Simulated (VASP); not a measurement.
Here is a VASP 6.6.1 calculation.

File INCAR:

```
SYSTEM = BN
ALGO = Fast
DIPOL = 0.5 0.5 0.500
EDIFF = 1E-6
EDIFFG = -0.03
ENCUT = 520
GGA = PS
IBRION = 2
IDIPOL = 3
ISIF = 2
ISMEAR = 0
ISYM = 0
LASPH = .True.
LCHARG = .False.
LDIPOL = .True.
LREAL = .False.
LWAVE = .False.
NELM = 100
NSW = 90
PREC = Accurate
SIGMA = 0.05
```

The input KPOINTS:

```
k-points
0
Gamma
  11 8 1
  0 0 0
```

File POSCAR:

```
BN
1.0
    2.5041946717      0.0000000000      0.0000000000
   -1.2520973358      3.5557880312      0.0000000000
    0.0000000000      0.0000000000     24.0777041004
N B
4 4
Selective dynamics
Direct
    0.0405781396      0.0811562793      0.3530236921  F F F
    0.6025756800      0.2051513600      0.4412133852  F F F
    0.1645732203      0.3291464406      0.5294030782  T T T
    0.7265707606      0.4531415213      0.6175927712  T T T
    0.5614564127      0.1229128254      0.3824072288  F F F
    0.1234539530      0.2469079060      0.4705969218  F F F
    0.6854514933      0.3709029867      0.5587866148  T T T
    0.2474490337      0.4948980673      0.6469763079  T T T
```

Potentials or basis: VASP PAW PBE potentials, release 64 (N, B).

Launch:

```bash
$ cat potpaw_PBE.64/N/POTCAR potpaw_PBE.64/B/POTCAR > POTCAR
$ mpirun -np 1 vasp_std > vasp.out
```

Predict the band gap on the k mesh.

zero (bands 16 and 17 overlap by 0.47 eV).

What does it give for the energy gained by relaxing?

5.7 meV/atom.

Final structure:
```
N B
1.0
     2.50419    0.00000    0.00000
    -1.25210    3.55579    0.00000
     0.00000    0.00000   24.07770
N B
4 4
Cartesian
  0.0000 0.2886 8.5000
  1.2521 0.7295 10.6234
  0.0000 1.1736 12.7754
  1.2520 1.6288 14.9148
  1.2521 0.4371 9.2075
  0.0000 0.8780 11.3309
  1.2521 1.3267 13.4550
  0.0000 1.7484 15.5941
```
